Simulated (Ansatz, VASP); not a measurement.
## Two plane-wave programs on B2Se

INCAR

```
ALGO = Normal ; EDIFF = 1E-6
EDIFFG = -0.01 ; ENCUT = 600
GGA = PE ; IBRION = 2
ISIF = 3 ; ISMEAR = 0
LASPH = True ; LCHARG = False
LREAL = False ; LWAVE = False
NELM = 60 ; NSW = 100
PREC = Accurate ; SIGMA = 0.1
```

The input KPOINTS:

```
k-points
0
Gamma
  12 12 4
```

File POSCAR:

```
B2Se
1.0
    2.9706258376      0.0000000000      0.0000000000
   -1.4853129188      2.5726374405      0.0000000000
    0.0000000000      0.0000000000      9.3177461286
B Se
4 2
Direct
    0.3333333333      0.6666666667      0.4788592765
    0.6666666667      0.3333333333      0.9788592765
    0.3333333333      0.6666666667      0.0211407235
    0.6666666667      0.3333333333      0.5211407235
    0.3333333333      0.6666666667      0.2500000000
    0.6666666667      0.3333333333      0.7500000000
```

Input for Ansatz:

```yaml
crystal:
  lattice:
    - [2.9706258376, 0.0, 0.0]
    - [-1.4853129188, 2.5726374405, 0.0]
    - [0.0, 0.0, 9.3177461286]
  atoms:
    - { symbol: B, position: [0.3333333333, 0.6666666667, 0.4788592765] }
    - { symbol: B, position: [0.6666666667, 0.3333333333, 0.9788592765] }
    - { symbol: B, position: [0.3333333333, 0.6666666667, 0.0211407235] }
    - { symbol: B, position: [0.6666666667, 0.3333333333, 0.5211407235] }
    - { symbol: Se, position: [0.3333333333, 0.6666666667, 0.25] }
    - { symbol: Se, position: [0.6666666667, 0.3333333333, 0.75] }
basis:
  ecutwfc: 420
kpoints:
  mp_grid: { grid: [12, 12, 4] }
hamiltonian:
  xc: pbe
scf:
  occupations: { method: gaussian, width: 0.1 }
output:
  forces: true
  stress: true
  eigenvalues: true
  write_density: true
  write_potential: true
  elf: true
  volumetric_format: npy
relax:
  adjacent_minimum: "off"
  f_tol: 0.01
  max_steps: 80
  cell: { stress_tol: 0.05 }
```

Alike in both runs: task relaxation of cell and atoms; functional PBE; k mesh 12 × 12 × 4; occupations gaussian, width 0.1 eV; no spin polarisation.

|  | VASP | Ansatz |
| --- | --- | --- |
| version | VASP 6.6.1 | Ansatz 0.2.0 |
| potentials or method | VASP PAW PBE potentials, release 64 (B, Se), cutoff 600 eV | scalar-relativistic, plane waves, PAW |
| valence electrons in the cell | 24 | 44 |

Ansatz gave:

| Property | Result |
| --- | --- |
| gap on the k mesh at the Fermi level, each at its own relaxed structure (eV) | none |
| relaxed volume (Å³/atom) | 11.91 |
| relaxed cell length with the largest relative difference (Å) | 9.236 |

**Question.** Estimate VASP's values.

**Answer.** gap on the k mesh at the Fermi level, each at its own relaxed structure (eV): none; relaxed volume (Å³/atom): 11.92; relaxed cell length with the largest relative difference (Å): 9.245.

A gap of «none» marks a metal or a gap that the smearing closes. VASP's potentials hold 24 valence electrons a cell and Ansatz's 44, so a difference there can come from the potentials and not from the codes.
